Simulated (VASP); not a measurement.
Input of a VASP 6.6.1 run:

INCAR

```
  PREC = Accurate
  ENCUT = 520
  EDIFF = 1E-6
  ISMEAR = 0
  SIGMA = 0.02
  LREAL = Auto
  LASPH = T
  NELM = 100
  ALGO = Normal
  ISIF = 2
  LWAVE = F
  LCHARG = T
  GGA = PE
  IVDW = 12
  LELF = T
  LVHAR = T
  NBANDS = 235
```

File KPOINTS:

```
Automatic mesh
0
Gamma
  1 1 1
```

Contents of POSCAR:

```
Si23H4O48
1.0
    9.8316000000      0.0000000000      0.0000000000
   -4.9158000000      8.5144150000      0.0000000000
    0.0000000000      0.0000000000     10.8182000000
Si O H
23 48 4
Direct
    0.2668430000      0.0009767400      0.1634700000
    0.0028516000      0.2703680000      0.3357050000
    0.2306050000      0.2354080000      0.0001007300
    0.2653480000      0.9977494000      0.6636500000
    0.9932126000      0.2663560000      0.8350300000
    0.2323110000      0.2285110000      0.5017520000
    0.2682820000      0.5027390000      0.1672110000
    0.9997803800      0.7676140000      0.3331480000
    0.2338640000      0.7330290000      0.9966533000
    0.9989205000      0.7666930000      0.8327140000
    0.2344290000      0.7356140000      0.4976220000
    0.7692410000      0.0042952000      0.1672390000
    0.4984520000      0.2670890000      0.3326380000
    0.7266420000      0.2320240000      0.0002954000
    0.7657180000      0.0012322000      0.6669000000
    0.4945750000      0.2657660000      0.8320270000
    0.7327730000      0.2338080000      0.4992370000
    0.7651740000      0.5008340000      0.1672980000
    0.5011880000      0.7703670000      0.3320530000
    0.7350830000      0.7369020000      0.0012113000
    0.7631940000      0.4995590000      0.6663380000
    0.5046480000      0.7692100000      0.8316280000
    0.7327490000      0.7354920000      0.4996880000
    0.0687650000      0.2066210000      0.4462400000
    0.2961240000      0.3658270000      0.1099080000
    0.1402060000      0.4347450000      0.2786630000
    0.2024600000      0.0698960000      0.0553950000
    0.3623780000      0.2944360000      0.3913610000
    0.4306990000      0.1384180000      0.2213530000
    0.0654320000      0.2098730000      0.9457150000
    0.3038820000      0.3517710000      0.6166480000
    0.1356700000      0.4290170000      0.7780800000
    0.1997120000      0.0574320000      0.5499300000
    0.3584550000      0.2958220000      0.8879650000
    0.4284840000      0.1364520000      0.7217280000
    0.0679010000      0.7063220000      0.4438320000
    0.2991160000      0.8684090000      0.1031500000
    0.1368330000      0.9300380000      0.2735220000
    0.2040780000      0.5698520000      0.0580140000
    0.3639780000      0.7993980000      0.3865800000
    0.4342950000      0.6406840000      0.2215190000
    0.0677460000      0.7049810000      0.9423610000
    0.2993620000      0.8643310000      0.6090240000
    0.1350350000      0.9300380000      0.7738950000
    0.2058530000      0.5699500000      0.5554350000
    0.3593880000      0.7870590000      0.8833780000
    0.4574520000      0.6484340000      0.7143040000
    0.5683340000      0.2046660000      0.4411890000
    0.7907210000      0.3628830000      0.1097040000
    0.6344730000      0.4331810000      0.2768560000
    0.7032200000      0.0691220000      0.0573170000
    0.8658290000      0.2991990000      0.3913950000
    0.9337440000      0.1415760000      0.2241200000
    0.5617480000      0.2046160000      0.9436860000
    0.7914020000      0.3622690000      0.6109670000
    0.6303510000      0.4323090000      0.7751710000
    0.7053660000      0.0690910000      0.5554790000
    0.8539980000      0.2927100000      0.8882170000
    0.9307640000      0.1366270000      0.7244910000
    0.5684650000      0.7078670000      0.4422990000
    0.7990200000      0.8685060000      0.1101390000
    0.6394420000      0.9356300000      0.2772850000
    0.7054800000      0.5714430000      0.0574340000
    0.8637870000      0.7971160000      0.3899890000
    0.9305870000      0.6356190000      0.2243800000
    0.5697540000      0.7090080000      0.9453830000
    0.7944690000      0.8645580000      0.6107280000
    0.6368080000      0.9393260000      0.7782680000
    0.7041320000      0.5699330000      0.5561050000
    0.8633810000      0.7966100000      0.8896810000
    0.9285160000      0.6335080000      0.7246220000
    0.4522990000      0.5477660000      0.7253400000
    0.2297450000      0.3561110000      0.6755540000
    0.3027980000      0.5849670000      0.5956360000
    0.1180061200      0.4752812300      0.7131133200
```

Potentials or basis: VASP PAW PBE potentials, release 64 (Si, O, H).

Launch:

```bash
$ cat potpaw_PBE.64/Si/POTCAR potpaw_PBE.64/O/POTCAR potpaw_PBE.64/H/POTCAR > POTCAR
$ mpirun -np 1 vasp_gam > vasp.out
```

Q: What does it give for the dispersion energy per atom?

A: -0.136 eV.

Q: Predict the band gap on the k mesh.

A: 5.68 eV.

Forces on the atoms (eV/Å):
```
Si   0.019 -0.008  0.011
Si  -0.009  0.030  0.013
Si   0.009 -0.015  0.015
Si   0.036 -0.024 -0.003
Si   0.020 -0.125  0.117
Si  -0.012 -0.014 -0.052
Si   0.017  0.002  0.023
Si   0.003  0.008  0.021
Si  -0.006  0.001  0.010
Si  -0.009  0.006 -0.020
Si   0.023 -0.117  0.041
Si   0.017 -0.005  0.010
Si  -0.002  0.008  0.005
Si  -0.029 -0.023  0.029
Si  -0.012 -0.031 -0.031
Si  -0.002  0.012 -0.011
Si  -0.007 -0.001  0.000
Si   0.011  0.008  0.008
Si  -0.032  0.011  0.022
Si  -0.009 -0.013  0.004
Si   0.031  0.006 -0.008
Si  -0.036  0.024 -0.007
Si  -0.011 -0.022 -0.009
O    0.007  0.000  0.005
O   -0.004 -0.008 -0.012
O    0.008 -0.003 -0.011
O    0.005  0.006 -0.005
O   -0.011 -0.005  0.005
O   -0.005  0.008 -0.002
O   -0.027  0.024 -0.034
O    0.014  0.008  0.016
O    2.202 -2.272  3.903
O   -0.007  0.011 -0.002
O   -0.012  0.000  0.003
O   -0.007  0.010  0.004
O   -0.026  0.016 -0.020
O   -0.002 -0.006 -0.007
O    0.010  0.006 -0.013
O    0.001 -0.001 -0.012
O    0.010  0.019 -0.029
O    0.001  0.001 -0.012
O    0.001 -0.003  0.000
O   -0.011  0.030  0.011
O    0.004  0.008  0.001
O   -0.006  0.039 -0.073
O   -0.004 -0.009  0.003
O   -0.019  0.037  0.007
O   -0.007  0.005 -0.004
O    0.000 -0.012 -0.012
O    0.007  0.003 -0.003
O    0.006  0.006 -0.011
O   -0.005 -0.012  0.000
O   -0.003  0.006 -0.006
O    0.003  0.002  0.000
O   -0.008 -0.013  0.001
O    0.000 -0.003  0.006
O    0.013 -0.002  0.011
O    0.042  0.015 -0.031
O    0.020  0.069  0.023
O    0.010  0.011 -0.004
O   -0.001 -0.002 -0.006
O    0.010  0.005 -0.007
O    0.007 -0.001 -0.001
O   -0.009 -0.001  0.004
O   -0.006  0.003 -0.005
O   -0.005  0.002 -0.004
O   -0.004  0.004  0.007
O    0.012  0.015  0.005
O    0.003  0.001  0.003
O   -0.008 -0.002  0.006
O   -0.009  0.005  0.015
H    0.040 -0.088 -0.023
H    0.001  0.014  0.035
H    0.050 -0.009  0.028
H   -2.289  2.348 -3.945
```

Caveat: the k points lie up to 0.74 Å⁻¹ apart.
